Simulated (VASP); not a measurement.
# CdTe (P6_3/mmc) in VASP: further runs, part 2 of 2

VASP 6.6.1.

**3. Single point, PBE (volume changed by -6%)**

INCAR reads:

```
ALGO     = Normal         # electronic algorithm
EDIFF    = 1E-7           # SCF threshold, eV
ENCUT    = 520            # plane-wave cutoff, eV
GGA      = PE             # functional
ISIF     = 2              # what is computed and relaxed
ISMEAR   = -1             # smearing method
LASPH    = T              # aspherical terms in the spheres
LCHARG   = T              # write CHGCAR
LELF     = T              # ELF
LREAL    = F              # projectors in reciprocal space
LVHAR    = T            
LWAVE    = F              # write WAVECAR
NBANDS   = 26             # bands
NELM     = 80             # most SCF steps
PREC     = Accurate       # precision mode
SIGMA    = 0.02           # smearing width, eV
```

KPOINTS reads:

```
k-points
0
Gamma
  6 6 4
```

POSCAR reads:

```
CdTe
1.0
    4.8387898123      0.0000000000      0.0000000000
   -2.4193949062      4.1905149010      0.0000000000
    0.0000000000      0.0000000000      6.4849413518
Cd Te
2 2
Direct
    0.3333333333      0.6666666667      0.2500000000
    0.6666666667      0.3333333333      0.7500000000
    0.6666666667      0.3333333333      0.2500000000
    0.3333333333      0.6666666667      0.7500000000
```

Potentials or basis: VASP PAW PBE potentials, release 64 (Cd, Te).

Run with:

```bash
> cat potpaw_PBE.64/Cd/POTCAR potpaw_PBE.64/Te/POTCAR > POTCAR
> mpirun -np 1 vasp_std > vasp.out
```

OUTCAR:

```text
EDIFF = 1E-7
   ENCUT = 520
   GGA = PE
   ISIF = 2
   ISMEAR = -1
   LASPH = T
   LREAL = F
   NELM = 80
   PREC = Accurate

 ion  position               nearest neighbor table
   1  0.333  0.667  0.250-   3 2.79   3 2.79   3 2.79   4 3.24   4 3.24
   2  0.667  0.333  0.750-   4 2.79   4 2.79   4 2.79   3 3.24   3 3.24
   3  0.667  0.333  0.250-   1 2.79   1 2.79   1 2.79   2 3.24   2 3.24
   4  0.333  0.667  0.750-   2 2.79   2 2.79   2 2.79   1 3.24   1 3.24
[... 804 lines left out ...]

  FORCE on cell =-STRESS in cart. coord.  units (eV):
  Direction    XX          YY          ZZ          XY          YZ          ZX
  --------------------------------------------------------------------------------------
  -------------------------------------------------------------------------------------
  Total        2.5777658      2.5777658      1.6982196     -0.0000000      0.0000000      0.0000000
  in kB       31.4082573     31.4082573     20.6916073     -0.0000000      0.0000000      0.0000000
  external PRESSURE =      27.8360406 kB  Pullay stress =       0.0000000 kB

 VOLUME and BASIS-vectors are now :
 -----------------------------------------------------------------------------
  energy-cutoff  :      520.00
  volume of cell :      131.50
      direct lattice vectors                 reciprocal lattice vectors
     4.838789812  0.000000000  0.000000000     0.206663244  0.119317080  0.000000000
    -2.419394906  4.190514901  0.000000000     0.000000000  0.238634159  0.000000000
     0.000000000  0.000000000  6.484941352     0.000000000  0.000000000  0.154203399

 POSITION                                       TOTAL-FORCE (eV/Angst)
 -----------------------------------------------------------------------------------
     -0.00000      2.79368      1.62124         0.000000     -0.000000      0.000000
      2.41939      1.39684      4.86371         0.000000      0.000000     -0.000000
      2.41939      1.39684      1.62124        -0.000000      0.000000      0.000000
     -0.00000      2.79368      4.86371         0.000000     -0.000000      0.000000
 -----------------------------------------------------------------------------------
    total drift:                                0.000000      0.000000     -0.000000

  FREE ENERGIE OF THE ION-ELECTRON SYSTEM (eV)
  ---------------------------------------------------
  free  energy   TOTEN  =        -8.9623037124 eV

  energy  without entropy=       -8.9610868246  energy(sigma->0) =       -8.96169527
```

OSZICAR:

```text
N       E                     dE             d eps       ncg     rms          rms(c)
DAV:   1     0.225098166151E+03    0.22510E+03   -0.16220E+04  1092   0.121E+03
DAV:   2     0.175539461654E+01   -0.22334E+03   -0.21632E+03  1208   0.289E+02
DAV:   3    -0.938097835126E+01   -0.11136E+02   -0.11051E+02  1316   0.650E+01
DAV:   4    -0.953476319693E+01   -0.15378E+00   -0.15370E+00  1372   0.630E+00
DAV:   5    -0.953623825223E+01   -0.14751E-02   -0.14750E-02  1280   0.679E-01    0.808E+00
DAV:   6    -0.900044910814E+01    0.53579E+00   -0.10631E+00  1140   0.958E+00    0.672E+00
DAV:   7    -0.896162600557E+01    0.38823E-01   -0.39480E-01  1208   0.314E+00    0.239E+00
DAV:   8    -0.896156882203E+01    0.57184E-04   -0.38733E-02  1146   0.194E+00    0.833E-01
DAV:   9    -0.896241718053E+01   -0.84836E-03   -0.53983E-03  1164   0.723E-01    0.165E-01
DAV:  10    -0.896219231784E+01    0.22486E-03   -0.88211E-04  1172   0.321E-01    0.666E-02
DAV:  11    -0.896231994575E+01   -0.12763E-03   -0.45502E-04  1198   0.138E-01    0.613E-02
DAV:  12    -0.896230287991E+01    0.17066E-04   -0.41594E-05  1196   0.623E-02    0.412E-02
DAV:  13    -0.896230161194E+01    0.12680E-05   -0.15911E-05  1154   0.178E-02    0.184E-02
DAV:  14    -0.896230299430E+01   -0.13824E-05   -0.37239E-06  1142   0.131E-02    0.131E-02
DAV:  15    -0.896230337372E+01   -0.37942E-06   -0.94304E-08   924   0.231E-03    0.585E-03
DAV:  16    -0.896230389865E+01   -0.52493E-06   -0.35963E-07   942   0.275E-03    0.607E-03
DAV:  17    -0.896230374858E+01    0.15007E-06   -0.56762E-08   784   0.129E-03    0.117E-03
DAV:  18    -0.896230371236E+01    0.36214E-07   -0.66566E-09   570   0.372E-04
   1 F= -.89623037E+01 E0= -.89616953E+01  d E =-.121689E-02
```

stdout:

```text
POSCAR found type information on POSCAR CdTe
 POSCAR found :  2 types and       4 ions
 scaLAPACK will be used
 LDA part: xc-table for (Slater+PW92), standard interpolation
 POSCAR, INCAR and KPOINTS ok, starting setup
 FFT: planning ... GRIDC
 FFT: planning ... GRID_SOFT
 FFT: planning ... GRID
 WAVECAR not read
 entering main loop
```

Run time: 41 s. Hardware: 1 thread of AMD EPYC 9R45 (Zen 5), shared host; peak memory 0.23 GiB.

Results:

| Item | Value |
| --- | --- |
| Free energy | -8.9623 eV |
| Pressure | 2.8 GPa |
| Band gap on the k mesh | zero (band 18 reaches 2.73 eV, above the bottom of band 19 at 2.71 eV) |

Caveat: the cell differs from its parent crystal (volume changed by -6%); spin-orbit coupling is left out, which moves the levels of the heavy elements.

**4. Single point, PBE (volume changed by -3%)**

INCAR reads:

```
SYSTEM = CdTe
PREC = Accurate
ENCUT = 520
EDIFF = 1E-7
ISMEAR = -1
SIGMA = 0.02
LREAL = .False.
LASPH = .True.
NELM = 100
ALGO = Normal
ISIF = 2
LWAVE = .False.
LCHARG = .False.
GGA = PE
NBANDS = 26
```

KPOINTS reads:

```
regular mesh
0
Gamma
  6 6 4
  0 0 0
```

POSCAR reads:

```
CdTe
1.0
    4.8897281852      0.0000000000      0.0000000000
   -2.4448640926      4.2346288260      0.0000000000
    0.0000000000      0.0000000000      6.5532089091
Cd Te
2 2
Direct
    0.3333333333      0.6666666667      0.2500000000
    0.6666666667      0.3333333333      0.7500000000
    0.6666666667      0.3333333333      0.2500000000
    0.3333333333      0.6666666667      0.7500000000
```

Run with:

```bash
> cat potpaw_PBE.64/Cd/POTCAR potpaw_PBE.64/Te/POTCAR > POTCAR
> mpirun -np 1 vasp_std > vasp.out
```

Wall time 40 s (1 thread of AMD EPYC 9R45 (Zen 5), shared host); peak memory 0.23 GiB.

Results (log left out):

```yaml
Free_energy: -9.0158 eV
Pressure: 1.3 GPa
Band_gap_on_the_k_mesh: zero (band 18 reaches 2.45 eV, above the bottom of band 19 at 2.42 eV)
```

Stress tensor (GPa, compression positive):
```
1.51 0.00 0.00
0.00 1.51 0.00
0.00 0.00 0.99
```

Levels at points of the mesh, in eV from the Fermi level:
| k point | band 15 | band 16 | band 17 | band 18 | band 19 | band 20 | band 21 | band 22 |
| --- | --- | --- | --- | --- | --- | --- | --- | --- |
| (0.00, 0.00, 0.00) | -1.37 | -0.52 | -0.35 | -0.35 | 0.11 | 0.51 | 3.94 | 3.94 |
| (0.50, 0.00, 0.00) | -2.41 | -2.33 | -1.20 | -1.11 | 1.13 | 2.73 | 4.97 | 6.21 |
| (0.00, 0.00, 0.50) | -0.87 | -0.87 | -0.87 | -0.87 | 1.33 | 1.33 | 4.25 | 4.25 |
| (0.50, 0.00, 0.50) | -1.82 | -1.82 | -0.41 | -0.41 | 2.42 | 2.42 | 3.51 | 3.51 |

Caveat: the cell differs from its parent crystal (volume changed by -3%); spin-orbit coupling is left out, which moves the levels of the heavy elements.

**5. Single point, PBE**

This run uses another cell than the first one, of 34.20 Å³/atom, 0.943 times its volume.

INCAR reads:

```
SYSTEM = CdTe
  PREC = Accurate
  ENCUT = 520
  EDIFF = 1E-6
  ISMEAR = -1
  SIGMA = 0.02
  LREAL = .False.
  LASPH = .True.
  NELM = 60
  ALGO = Normal
  ISIF = 2
  LWAVE = .False.
  LCHARG = .False.
  GGA = PE
  NBANDS = 26
```

KPOINTS reads:

```
Automatic mesh
0
Gamma
  6 6 4
  0 0 0
```

POSCAR reads:

```
CdTe
1.0
    4.8840757712      0.0000000000      0.0000000000
   -2.4420378856      4.2297336918      0.0000000000
    0.0000000000      0.0000000000      6.6222457098
Cd Te
2 2
Direct
    0.3333333333      0.6666666667      0.2500000000
    0.6666666667      0.3333333333      0.7500000000
    0.6666666667      0.3333333333      0.2500000000
    0.3333333333      0.6666666667      0.7500000000
```

Run with:

```bash
> cat potpaw_PBE.64/Cd/POTCAR potpaw_PBE.64/Te/POTCAR > POTCAR
> mpirun -np 1 vasp_std > vasp.out
```

It took 32 s on 1 thread of AMD EPYC 9R45 (Zen 5), shared host; peak memory 0.24 GiB.

Results (log left out):

```yaml
Free_energy: -9.0203 eV
Pressure: 1.1 GPa
```

Stress tensor (GPa, compression positive):
```
1.36 0.00 0.00
0.00 1.36 0.00
0.00 0.00 0.62
```

Levels at points of the mesh, in eV from the Fermi level:
```tsv
k point	band 15	band 16	band 17	band 18	band 19	band 20	band 21	band 22
(0.00, 0.00, 0.00)	-1.31	-0.46	-0.35	-0.35	0.14	0.50	3.98	3.98
(0.50, 0.00, 0.00)	-2.36	-2.26	-1.13	-1.13	1.18	2.71	4.92	6.24
(0.00, 0.00, 0.50)	-0.84	-0.84	-0.84	-0.84	1.28	1.28	4.29	4.29
(0.50, 0.00, 0.50)	-1.80	-1.80	-0.41	-0.41	2.40	2.40	3.48	3.48
```

Caveat: spin-orbit coupling is left out, which moves the levels of the heavy elements.

**6. Single point, PBE**

This run uses another cell than the first one, of 34.97 Å³/atom, 0.965 times its volume.

INCAR reads:

```
PREC = Accurate
ENCUT = 520
EDIFF = 1E-7
ISMEAR = -1
SIGMA = 0.02
LREAL = False
LASPH = True
NELM = 80
ALGO = Normal
ISIF = 2
LWAVE = False
LCHARG = True
GGA = PE
LELF = True
LVHAR = True
NBANDS = 26
```

KPOINTS reads:

```
regular mesh
0
Gamma
  6 6 4
```

POSCAR reads:

```
CdTe
1.0
    4.9396268171      0.0000000000      0.0000000000
   -2.4698134086      4.2778423089      0.0000000000
    0.0000000000      0.0000000000      6.6200830065
Cd Te
2 2
Direct
    0.3333333333      0.6666666667      0.2500000000
    0.6666666667      0.3333333333      0.7500000000
    0.6666666667      0.3333333333      0.2500000000
    0.3333333333      0.6666666667      0.7500000000
```

Potentials or basis: VASP PAW PBE potentials, release 64 (Cd, Te).

Run with:

```bash
> cat potpaw_PBE.64/Cd/POTCAR potpaw_PBE.64/Te/POTCAR > POTCAR
> mpirun -np 1 vasp_std > vasp.out
```

Run time: 48 s. Hardware: 1 thread of AMD EPYC 9R45 (Zen 5), shared host; peak memory 0.26 GiB.

It converged, with:

```yaml
Free_energy: -9.0347 eV
Pressure: 0.1 GPa
Band_gap_on_the_k_mesh: zero (band 18 reaches 2.19 eV, above the bottom of band 19 at 2.15 eV)
```

Levels at points of the mesh, in eV from the Fermi level:
```tsv
k point	band 15	band 16	band 17	band 18	band 19	band 20	band 21	band 22
(0.00, 0.00, 0.00)	-1.32	-0.53	-0.36	-0.36	0.12	0.39	3.97	3.97
(0.50, 0.00, 0.00)	-2.30	-2.21	-1.12	-1.07	1.15	2.65	4.98	6.22
(0.00, 0.00, 0.50)	-0.85	-0.85	-0.85	-0.85	1.29	1.29	4.27	4.27
(0.50, 0.00, 0.50)	-1.74	-1.74	-0.39	-0.39	2.39	2.39	3.53	3.53
```

Caveat: spin-orbit coupling is left out, which moves the levels of the heavy elements.

**7. Summary**

```csv
level,cell,gap on the mesh (eV),pressure (GPa)
r2SCAN,"a = 4.980, b = 4.980, c = 6.752 Å, angles 90.0, 90.0, 120.0°, 4 atoms",0.19,-2.0
PBE,"a = 4.839, b = 4.839, c = 6.485 Å, angles 90.0, 90.0, 120.0°, 4 atoms",none,2.8
PBE,"a = 4.890, b = 4.890, c = 6.553 Å, angles 90.0, 90.0, 120.0°, 4 atoms",none,1.3
PBE,"a = 4.884, b = 4.884, c = 6.622 Å, angles 90.0, 90.0, 120.0°, 4 atoms",-,1.1
PBE,"a = 4.940, b = 4.940, c = 6.620 Å, angles 90.0, 90.0, 120.0°, 4 atoms",none,0.1
```

Alike in all rows: task single point; potentials or basis VASP PAW PBE potentials, release 64 (Cd, Te); no spin polarisation; k mesh 6 × 6 × 4; cutoff (eV) 520; smearing fermi-dirac 0.02 eV.

Caveats: spin-orbit coupling is left out, which moves the levels of the heavy elements; the PAW data sets were made with another functional, which shifts forces and pressure a little (some runs).

Total energies depend on the potentials used, so only differences within one code and one set of settings carry meaning.
